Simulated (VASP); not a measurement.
MgS, 2 atoms in the cell. It takes space group I-4m2 (No. 119, tetragonal). The conventional cell has a = 4.164 Å, b = 4.164 Å, c = 5.314 Å, α = 90.00°, β = 90.00°, γ = 90.00°. Mg (site symmetry -4m2) has 4 S at 2.47 Å within 3.3 Å. Within 3.3 Å of S (site symmetry -4m2) lie 4 Mg at 2.47 Å.  This cell differs from its parent crystal: epitaxial xy strain +4.0%.

* Program: VASP 6.6.1
* Task: single point
* Functional: r2SCAN
* Potentials or basis: VASP PAW PBE potentials, release 64 (Mg, S)
* Cutoff: 520 eV
* k mesh: 8 × 8 × 8
* Occupations: gaussian, width 0.01 eV
* Spin: no spin polarisation
* Dipole correction: no
* Further INCAR settings: ALGO = Normal; EDIFF = 1e-07; NBANDS = 11

Potentials or basis: VASP PAW PBE potentials, release 64 (Mg, S).

Launch:

```bash
$ cat potpaw_PBE.64/Mg/POTCAR potpaw_PBE.64/S/POTCAR > POTCAR
$ cp INCAR.step1 INCAR
$ mpirun -np 1 vasp_std > vasp.out
$ cp INCAR.step2 INCAR
$ mpirun -np 1 vasp_std > vasp.out
```

Hardware: 1 thread of Intel(R) Xeon(R) Platinum 8259CL CPU @ 2.50GHz (Skylake/Cascade Lake), with other jobs on the host.

**Question.** Estimate the wall time of this run.

**Answer.** It took 2 min on 1 thread of Intel(R) Xeon(R) Platinum 8259CL CPU @ 2.50GHz (Skylake/Cascade Lake), with other jobs on the host, peak memory 0.19 GiB. Counts: k points 59.
